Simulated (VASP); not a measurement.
AlN, 2 atoms in the cell. Symmetry: F-43m, No. 216, cubic system. The conventional cell has a = 4.377 Å, b = 4.377 Å, c = 4.377 Å, α = 90.00°, β = 90.00°, γ = 90.00°. Al (site symmetry -43m) has 4 N at 1.90 Å within 2.5 Å. N (site symmetry -43m) has 4 Al at 1.90 Å within 2.5 Å. 

- Program: VASP 6.6.1
- Task: single point
- Functional: PBEsol
- Potentials or basis: VASP PAW PBE potentials, release 64 (Al, N)
- Cutoff: 600 eV
- k mesh: 12 × 12 × 12
- Occupations: gaussian, width 0.01 eV
- Spin: no spin polarisation
- Dipole correction: no
- Further INCAR settings: ALGO = Normal; EDIFF = 1e-06; NBANDS = 11

Potentials or basis: VASP PAW PBE potentials, release 64 (Al, N).

Command:

```console
$ cat potpaw_PBE.64/Al/POTCAR potpaw_PBE.64/N/POTCAR > POTCAR
$ mpirun -np 1 vasp_std > vasp.out
```

Hardware: 1 thread of Intel Xeon 8259CL, on a shared host.

**Question.** Estimate the wall time of this run.

**Answer.** It took 22 s on 1 thread of Intel Xeon 8259CL, with other jobs on the host, peak memory 0.16 GiB. Counts: scf iterations 12, k points 72.
